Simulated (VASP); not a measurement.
# SrTiO3 in VASP: further runs, part 2 of 2

VASP 6.6.1. Earlier steps stand in the parts before.

## (5) Single point, PBE (mode 1 frozen in at +0.000 Å, strain +e along z and -e/2 along x and y -0.0700)

File INCAR:

```
SYSTEM = SrTiO3
PREC = Accurate
ENCUT = 520
EDIFF = 1E-6
ISMEAR = 0
SIGMA = 0.05
LREAL = .False.
LASPH = .True.
NELM = 80
ALGO = Normal
ISIF = 2
LWAVE = .False.
LCHARG = .False.
GGA = PE
NBANDS = 28
```

File KPOINTS:

```
regular mesh
0
Gamma
  8 8 8
  0 0 0
```

File POSCAR:

```
SrTiO3
1.0
    4.0741837684      0.0000000000      0.0000000000
    0.0000000000      4.0741837684      0.0000000000
    0.0000000000      0.0000000000      3.6608607774
Sr Ti O
1 1 3
Direct
    0.0000000000      0.0000000000      0.0000000000
    0.5000000000      0.5000000000      0.5000000000
    0.0000000000      0.5000000000      0.5000000000
    0.5000000000      0.0000000000      0.5000000000
    0.5000000000      0.5000000000      0.0000000000
```

Run with:

```bash
$ cat potpaw_PBE.64/Sr_sv/POTCAR potpaw_PBE.64/Ti_sv/POTCAR potpaw_PBE.64/O/POTCAR > POTCAR
$ mpirun -np 1 vasp_std > vasp.out
```

Run time: 1.8 min. Hardware: 1 thread of AMD EPYC 7R43 (Zen 3), shared host; peak memory 0.22 GiB.

Results (log left out):

* Free energy: -39.7335 eV
* Pressure: 4.4 GPa
* Band gap on the k mesh: 1.72 eV, indirect (least direct gap 1.99 eV)

Stress tensor (GPa, compression positive):
```
-5.33  0.00  0.00
 0.00 -5.33  0.00
 0.00  0.00 23.96
```

Levels at points of the mesh, in eV from the valence-band top:
| k point | band 18 | band 19 | band 20 | band 21 | band 22 | band 23 |
| --- | --- | --- | --- | --- | --- | --- |
| (0.00, 0.00, 0.00) | -0.38 | -0.38 | -0.27 | 1.72 | 1.91 | 1.91 |
| (0.50, 0.00, 0.00) | -1.81 | -0.67 | -0.65 | 2.03 | 3.39 | 3.42 |
| (0.50, 0.50, 0.00) | -1.98 | -1.57 | -0.31 | 3.42 | 3.42 | 3.78 |
| (0.00, 0.00, 0.50) | -1.94 | -0.80 | -0.80 | 1.98 | 3.82 | 4.43 |
| (0.50, 0.00, 0.50) | -1.38 | -1.36 | -0.16 | 3.41 | 4.44 | 4.57 |
| (0.50, 0.50, 0.50) | -0.14 | 0.00 | 0.00 | 4.02 | 4.73 | 4.73 |

Caveat: the cell differs from its parent crystal (mode 1 frozen in at +0.000 Å, strain +e along z and -e/2 along x and y -0.0700).

## (6) Single point, PBE (mode 1 frozen in at +0.000 Å, strain +e along z and -e/2 along x and y +0.0700)

File INCAR:

```
  PREC = Accurate
  ENCUT = 520
  EDIFF = 1E-6
  ISMEAR = 0
  SIGMA = 0.05
  LREAL = F
  LASPH = T
  NELM = 80
  ALGO = Normal
  ISIF = 2
  LWAVE = F
  LCHARG = F
  GGA = PE
  NBANDS = 28
```

File KPOINTS:

```
regular mesh
0
Gamma
  8 8 8
```

Changes to POSCAR since step 5:

```diff
@@ -2,5 +2,5 @@
 1.0
-    4.0741837684      0.0000000000      0.0000000000
-    0.0000000000      4.0741837684      0.0000000000
-    0.0000000000      0.0000000000      3.6608607774
+    3.7986351078      0.0000000000      0.0000000000
+    0.0000000000      3.7986351078      0.0000000000
+    0.0000000000      0.0000000000      4.2119580988
 Sr Ti O
```

Potentials or basis: VASP PAW PBE potentials, release 64 (Sr_sv, Ti_sv, O).

Run with:

```bash
$ cat potpaw_PBE.64/Sr_sv/POTCAR potpaw_PBE.64/Ti_sv/POTCAR potpaw_PBE.64/O/POTCAR > POTCAR
$ mpirun -np 1 vasp_std > vasp.out
```

OUTCAR:

```text
PREC = Accurate
   ENCUT = 520
   EDIFF = 1E-6
   ISMEAR = 0
   LREAL = F
   LASPH = T
   NELM = 80
   ISIF = 2
   GGA = PE

 ion  position               nearest neighbor table
   1  0.000  0.000  0.000-   5 2.69   5 2.69   5 2.69   5 2.69   4 2.84   3 2.84   4 2.84   3 2.84
                             4 2.84   3 2.84   4 2.84   3 2.84   2 3.41   2 3.41   2 3.41   2 3.41
   2  0.500  0.500  0.500-   3 1.90   4 1.90   4 1.90   3 1.90   5 2.11   5 2.11   1 3.41   1 3.41
                             1 3.41   1 3.41   1 3.41   1 3.41   1 3.41   1 3.41
   3  0.000  0.500  0.500-   2 1.90   2 1.90   1 2.84   1 2.84   1 2.84   1 2.84
   4  0.500  0.000  0.500-   2 1.90   2 1.90   1 2.84   1 2.84   1 2.84   1 2.84
   5  0.500  0.500  0.000-   2 2.11   2 2.11   1 2.69   1 2.69   1 2.69   1 2.69

  LATTYP: Found a simple tetragonal cell.
 ALAT       =     3.7986351078
 C/A-ratio  =     1.1088082902

  Lattice vectors:

 A1 = (   3.7986351078,   0.0000000000,   0.0000000000)
 A2 = (   0.0000000000,   3.7986351078,   0.0000000000)
 A3 = (   0.0000000000,   0.0000000000,   4.2119580988)

Analysis of symmetry for initial positions (statically):
=====================================================================
 Subroutine PRICEL returns:
 Original cell was already a primitive cell.

 Routine SETGRP: Setting up the symmetry group for a
 simple tetragonal supercell.

 Subroutine GETGRP returns: Found 16 space group operations
 (whereof 16 operations were pure point group operations)
 out of a pool of 16 trial point group operations.

The static configuration has the point symmetry D_4h.

Analysis of symmetry for dynamics (positions and initial velocities):
=====================================================================
 Subroutine PRICEL returns:
 Original cell was already a primitive cell.

 Routine SETGRP: Setting up the symmetry group for a
 simple tetragonal supercell.

 Subroutine GETGRP returns: Found 16 space group operations
 (whereof 16 operations were pure point group operations)
 out of a pool of 16 trial point group operations.

The dynamic configuration has the point symmetry D_4h.

 Subroutine INISYM returns: Found 16 space group operations
 (whereof 16 operations are pure point group operations),
 and found     1 'primitive' translations

----------------------------------------------------------------------------------------

                                     Primitive cell

  volume of cell :      60.7770

  direct lattice vectors                    reciprocal lattice vectors
     3.798635108  0.000000000  0.000000000     0.263252450  0.000000000  0.000000000
     0.000000000  3.798635108  0.000000000     0.000000000  0.263252450  0.000000000
     0.000000000  0.000000000  4.211958099     0.000000000  0.000000000  0.237419266

  length of vectors
     3.798635108  3.798635108  4.211958099     0.263252450  0.263252450  0.237419266

  position of ions in fractional coordinates (direct lattice)
     0.000000000  0.000000000  0.000000000
     0.500000000  0.500000000  0.500000000
     0.000000000  0.500000000  0.500000000
     0.500000000  0.000000000  0.500000000
     0.500000000  0.500000000  0.000000000

  ion indices of the primitive-cell ions
[... 24 lines left out ...]

  Shift w.r.t. Gamma in fractional coordinates (k-lattice)
     0.000000000  0.000000000  0.000000000

 Subroutine IBZKPT returns following result:
 ===========================================

 Found     75 irreducible k-points:

 Following reciprocal coordinates:
            Coordinates               Weight
  0.000000  0.000000  0.000000      1.000000
  0.125000  0.000000  0.000000      4.000000
  0.250000  0.000000  0.000000      4.000000
  0.375000  0.000000  0.000000      4.000000
  0.500000  0.000000  0.000000      2.000000
  0.125000  0.125000  0.000000      4.000000
[... 16 lines left out ...]
  0.375000  0.125000  0.125000     16.000000
  0.500000  0.125000  0.125000      8.000000
 [... further k-points ...]
   k-points           NKPTS =     75   k-points in BZ     NKDIM =     75   number of bands    NBANDS=     28
   number of dos      NEDOS =    301   number of ions     NIONS =      5
   total plane-waves  NPLWV =  25088
   dimension x,y,z NGX =    28 NGY =   28 NGZ =   32
   dimension x,y,z NGXF=    56 NGYF=   56 NGZF=   64
   ions per type =               1   1   3
   NGX,Y,Z   is equivalent  to a cutoff of  12.25, 12.25, 12.63 a.u.
   NGXF,Y,Z  is equivalent  to a cutoff of  24.51, 24.51, 25.26 a.u.
 SYSTEM =  unknown system
   PREC   = accura    normal or accurate (medium, high low for compatibility)
   ISTART =      0    job   : 0-new  1-cont  2-samecut
   ICHARG =      2    charge: 1-file 2-atom 10-const
   ISPIN  =      1    spin polarized calculation?
   LNONCOLLINEAR =      F non collinear calculations
   LSORBIT =      F    spin-orbit coupling
   LASPH  =      T    aspherical Exc in radial PAW
   ENCUT  =  520.0 eV  38.22 Ry    6.18 a.u.   7.06  7.06  7.83*2*pi/ulx,y,z
   NELM   =     80;   NELMIN=  2; NELMDL= -5     # of ELM steps
   EDIFF  = 0.1E-05   stopping-criterion for ELM
   LREAL  =      F    real-space projection
   EDIFFG = 0.1E-04   stopping-criterion for IOM
   NSW    =      0    number of steps for IOM
   IBRION =     -1    ionic relax: 0-MD 1-quasi-New 2-CG
   NFREE  =      0    steps in history (QN), initial steepest desc. (CG)
   ISIF   =      2    stress and relaxation
   ISYM   =      2    0-nonsym 1-usesym 2-fastsym
   POTIM  = 0.5000    time-step for ionic-motion
   TEBEG  =    0.0;   TEEND  =   0.0 temperature during run
   PSTRESS=    0.0 pullay stress
   NELECT =      40.0000    total number of electrons
   NUPDOWN=      -1.0000    fix difference up-down
   EMIN   =  10.00;   EMAX   =-10.00  energy-range for DOS
   EFERMI =   0.00;   METHOD = LEGACY
   ISMEAR =     0;   SIGMA  =   0.05  broadening in eV -4-tet -1-fermi 0-gaus
   EFERMI_NEDOS =   21; number of points for ismear=-14 and -15
   IALGO  =     38    algorithm
   IMIX   =      4    mixing-type and parameters
     AMIX     =   0.40;   BMIX     =  1.00
     AMIX_MAG =   1.60;   BMIX_MAG =  1.00
  volume/ion in A,a.u.               =      12.16        82.03
  Fermi-wavevector in a.u.,A,eV,Ry     =   1.424017  2.691001 27.590216  2.027824
  Thomas-Fermi vector in A             =   2.544553
   LORBIT       =      0    0 simple, 1 ext, 2 COOP (PROOUT), +10 PAW based schemes
   GGA     = PE    functional components
   LHFCALC =     F    Hartree Fock is set to
   AEXX    =    0.0000 exact exchange contribution
   IVDW    =     0    specifies the selected vdW correction
   LEPSILON=     F    determine dielectric tensor
   LRPA    =     F    only Hartree local field effects (RPA)
 non-spin polarized calculation
 Gauss-broadening in eV      SIGMA  =   0.05
  energy-cutoff  :      520.00
  volume of cell :       60.78
 maximum number of plane-waves:      1660
   NGX = 15   NGY = 15   NGZ = 15

 number of electron      39.9999990 magnetization

 Free energy of the ion-electron system (eV)
  ---------------------------------------------------
  ext. energy  EPLUGINS =         0.00000000
  ---------------------------------------------------
  free energy    TOTEN  =       -39.82514415 eV

  energy without entropy =      -39.82514415  energy(sigma->0) =      -39.82514415

 E-fermi :   4.5040     XC(G=0): -11.1558

 val. band max:        4.1629677582   @ k =   0.5000   0.5000   0.5000
 cond. band min:       5.7911290318   @ k =   0.0000   0.0000   0.0000
 fundamental gap:      1.6281612735
 Fermi energy:         4.5040462184

 k-point     1 :       0.0000    0.0000    0.0000
  band No.  band energies     occupation
      1     -52.5070      2.00000
      2     -28.8410      2.00000
      3     -28.7697      2.00000
      4     -28.7697      2.00000
      5     -28.7285      2.00000
      6     -13.4926      2.00000
[... 733 lines left out ...]
     27      11.9086      0.00000
     28      12.3849      0.00000

 [... further k-points ...]
[... 5 lines left out ...]
  --------------------------------------------------------------------------------------
  -------------------------------------------------------------------------------------
  Total        4.1356104      4.1356104     -3.6733991      0.0000000      0.0000000      0.0000000
  in kB      109.0212115    109.0212115    -96.8365927      0.0000000      0.0000000      0.0000000
  external PRESSURE =      40.4019434 kB  Pullay stress =       0.0000000 kB

 VOLUME and BASIS-vectors are now :
 -----------------------------------------------------------------------------
  energy-cutoff  :      520.00
  volume of cell :       60.78
      direct lattice vectors                 reciprocal lattice vectors
     3.798635108  0.000000000  0.000000000     0.263252450  0.000000000  0.000000000
     0.000000000  3.798635108  0.000000000     0.000000000  0.263252450  0.000000000
     0.000000000  0.000000000  4.211958099     0.000000000  0.000000000  0.237419266

 POSITION                                       TOTAL-FORCE (eV/Angst)
 -----------------------------------------------------------------------------------
      0.00000      0.00000      0.00000         0.000000      0.000000      0.000000
      1.89932      1.89932      2.10598         0.000000      0.000000      0.000000
      0.00000      1.89932      2.10598         0.000000      0.000000      0.000000
      1.89932      0.00000      2.10598         0.000000      0.000000      0.000000
      1.89932      1.89932      0.00000         0.000000      0.000000      0.000000
 -----------------------------------------------------------------------------------
    total drift:                                0.000000      0.000000      0.000000

  FREE ENERGIE OF THE ION-ELECTRON SYSTEM (eV)
  ---------------------------------------------------
  free  energy   TOTEN  =       -39.8251441508 eV

  energy  without entropy=      -39.8251441508  energy(sigma->0) =      -39.82514415
```

Run time: 83 s. Hardware: 1 thread of AMD EPYC 7R43 (Zen 3), shared host; peak memory 0.22 GiB.

Results:

```
Free energy            : -39.8251 eV
Pressure               : 4.0 GPa
Band gap on the k mesh : 1.63 eV, indirect (least direct gap 2.12 eV)
```

Levels at points of the mesh, in eV from the valence-band top:
```csv
k point,band 17,band 18,band 19,band 20,band 21,band 22,band 23,band 24
"(0.00, 0.00, 0.00)",-1.15,-0.58,-0.49,-0.49,1.63,1.63,1.79,3.49
"(0.50, 0.00, 0.00)",-2.55,-2.12,-0.99,-0.88,1.83,3.70,3.85,3.89
"(0.50, 0.50, 0.00)",-1.89,-1.37,-1.37,-0.04,3.86,3.86,4.31,4.41
"(0.00, 0.00, 0.50)",-1.82,-1.82,-0.79,-0.79,1.88,2.97,2.97,4.50
"(0.50, 0.00, 0.50)",-1.94,-1.89,-1.83,-0.52,2.99,3.89,3.97,5.24
"(0.50, 0.50, 0.50)",-3.65,-0.29,-0.29,0.00,4.16,4.16,4.59,6.41
```

Caveat: the cell differs from its parent crystal (mode 1 frozen in at +0.000 Å, strain +e along z and -e/2 along x and y +0.0700).
